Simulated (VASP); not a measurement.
# ZrC: relaxation of cell and atoms with PBEsol

Crystal: ZrC.

```
Zr C
1.0
     0.00000    2.36500    2.36500
     2.36500    0.00000    2.36500
     2.36500    2.36500    0.00000
Zr C
1 1
Cartesian
  2.3650 2.3650 2.3650
  0.0000 0.0000 0.0000
```

```
Program                : VASP 6.6.1
Task                   : relaxation of cell and atoms
Functional             : PBEsol
Potentials or basis    : VASP PAW PBE potentials, release 64 (Zr_sv, C)
Cutoff                 : 600 eV
k mesh                 : 16 × 16 × 16
Occupations            : fermi-dirac, width 0.05 eV
Spin                   : no spin polarisation
Dipole correction      : no
Further INCAR settings : ALGO = Normal; EDIFF = 1e-06; IBRION = 2; EDIFFG = -0.02; NSW = 80; ISIF = 3
```

- Relaxed volume: 12.75 Å³/atom
- Relaxed cell: a = 3.304 Å, b = 3.304 Å, c = 3.304 Å, α = 60.00°, β = 60.00°, γ = 60.00°
- Space group after relaxing (to 0.05 Å): Fm-3m (No. 225)
- Energy gained by relaxing: 13.0 meV/atom
- Ionic steps: 3
- Pressure after relaxing: -0.2 GPa
- Band gap on the k mesh: zero (band 8 reaches 10.66 eV, above the bottom of band 9 at 9.33 eV)

The path:
| step | energy change (eV) | largest force (eV/Å) | pressure (GPa) | volume (Å³) |
| --- | --- | --- | --- | --- |
| 1 | 0.0000 | 0.0000 | -8.26 | 26.46 |
| 2 | 0.0504 | 0.0000 | 16.72 | 23.93 |
| 3 | -0.0260 | 0.0000 | -0.15 | 25.49 |

Final structure:
```yaml
crystal:
  lattice:
    - [0.00000, 2.33595, 2.33595]
    - [2.33595, 0.00000, 2.33595]
    - [2.33595, 2.33595, 0.00000]
  atoms:
    - { symbol: Zr, position: [0.50000, 0.50000, 0.50000] }
    - { symbol: C, position: [0.00000, 0.00000, 0.00000] }
```

Levels at points of the mesh, in eV from the Fermi level:
| k point | band 5 | band 6 | band 7 | band 8 | band 9 | band 10 | band 11 | band 12 |
| --- | --- | --- | --- | --- | --- | --- | --- | --- |
| (0.00, 0.00, 0.00) | -11.33 | 0.97 | 0.97 | 0.97 | 1.08 | 1.08 | 1.08 | 2.87 |
| (0.50, 0.00, 0.00) | -8.12 | -5.39 | -2.99 | -2.99 | 4.61 | 4.61 | 5.46 | 6.57 |
| (0.50, 0.50, 0.00) | -10.16 | -2.02 | -1.86 | 0.10 | 0.10 | 4.58 | 5.82 | 5.82 |

It took 4.2 min on 1 thread of AMD EPYC 7R13 (shared host), peak memory 0.19 GiB.

Caveat: the PAW data sets were made with another functional, which shifts forces and pressure a little.
